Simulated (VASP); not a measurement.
Wanted: the native input for a VASP 6.6.1 run.

```
Task                   : single point
Functional             : PBEsol
Potentials or basis    : VASP PAW PBE potentials, release 64 (Ta_pv, Os)
Cutoff                 : 520 eV
k mesh                 : 5 × 5 × 5
Occupations            : fermi-dirac, width 0.05 eV
Spin                   : no spin polarisation
Dipole correction      : no
Further INCAR settings : ALGO = Normal; EDIFF = 1e-06; NBANDS = 28
```

The structure of Ta3Os lies in POSCAR:

```
Ta3Os
1.0
    0.0000000000      3.2228180000      3.2228180000
    3.2228180000      0.0000000000      3.2228180000
    3.2228180000      3.2228180000      0.0000000000
Ta Os
3 1
Direct
    0.2500000000      0.2500000000      0.2500000000
    0.7500000000      0.7500000000      0.7500000000
    0.5000000000      0.5000000000      0.5000000000
    0.0000000000      0.0000000000      0.0000000000
```

The input as run:

INCAR

```
PREC = Accurate ; ENCUT = 520
EDIFF = 1E-6 ; ISMEAR = -1
SIGMA = 0.05 ; LREAL = F
LASPH = T ; NELM = 100
ALGO = Normal ; ISIF = 2
LWAVE = F ; LCHARG = T
GGA = PS ; LELF = T
LVHAR = T ; NBANDS = 28
```

KPOINTS

```
regular mesh
0
Gamma
  5 5 5
```

Potentials or basis: VASP PAW PBE potentials, release 64 (Ta_pv, Os).

Command:

```sh
$ cat potpaw_PBE.64/Ta_pv/POTCAR potpaw_PBE.64/Os/POTCAR > POTCAR
$ mpirun -np 1 vasp_std > vasp.out
```

Results of the run:

```yaml
Pressure: -4.6 GPa
```

Caveat: the PAW data sets were made with another functional, which shifts forces and pressure a little.

Wall time 29 s on 1 thread of AMD EPYC 9R14 (Zen 4), on a shared host, peak memory 0.17 GiB.
